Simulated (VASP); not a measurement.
AlN (b):

```
Al N
1.0
     3.11798    0.00000    0.00000
    -1.55899    2.70025    0.00000
     0.00000    0.00000    5.05114
Al N
2 2
Direct
  0.33333 0.66667 0.00000
  0.66667 0.33333 0.50000
  0.33333 0.66667 0.37800
  0.66667 0.33333 0.87800
```

| Property | Result |
| --- | --- |
| Program | VASP 6.6.1 |
| Task | relaxation of cell and atoms |
| Functional | PBEsol |
| Potentials or basis | VASP PAW PBE potentials, release 64 (Al, N) |
| Cutoff | 600 eV |
| k mesh | 9 × 9 × 6 |
| Occupations | gaussian, width 0.02 eV |
| Spin | no spin polarisation |

At the start: pressure -3.2 GPa; volume 10.63 Å³/atom.

Q: How do energy, volume and symmetry change on relaxing?

A: Over 9 steps the energy falls by 2.9 meV/atom and the volume is 10.45 Å³/atom (-1.7 %); space group P6_3mc (No. 186, to 0.05 Å).

The path:
```csv
step,energy change (eV),largest force (eV/Å),pressure (GPa),volume (Å³)
1,0.0000,0.1072,-3.18,42.53
2,-0.0051,0.0610,2.94,41.24
3,-0.0092,0.0790,0.41,41.75
4,-0.0110,0.0337,0.16,41.79
5,-0.0114,0.0001,-0.04,41.82
6,-0.0114,0.0016,-0.04,41.82
7,-0.0114,0.0031,-0.03,41.82
8,-0.0114,0.0001,0.03,41.81
9,-0.0114,0.0011,0.01,41.81
```

Final structure:
```
Al N
1.0
     3.11281    0.00000    0.00000
    -1.55641    2.69577    0.00000
     0.00000    0.00000    4.98248
Al N
2 2
Direct
  0.33333 0.66667 0.99802
  0.66667 0.33333 0.49802
  0.33333 0.66667 0.37998
  0.66667 0.33333 0.87998
```

Caveat: the PAW data sets were made with another functional, which shifts forces and pressure a little.
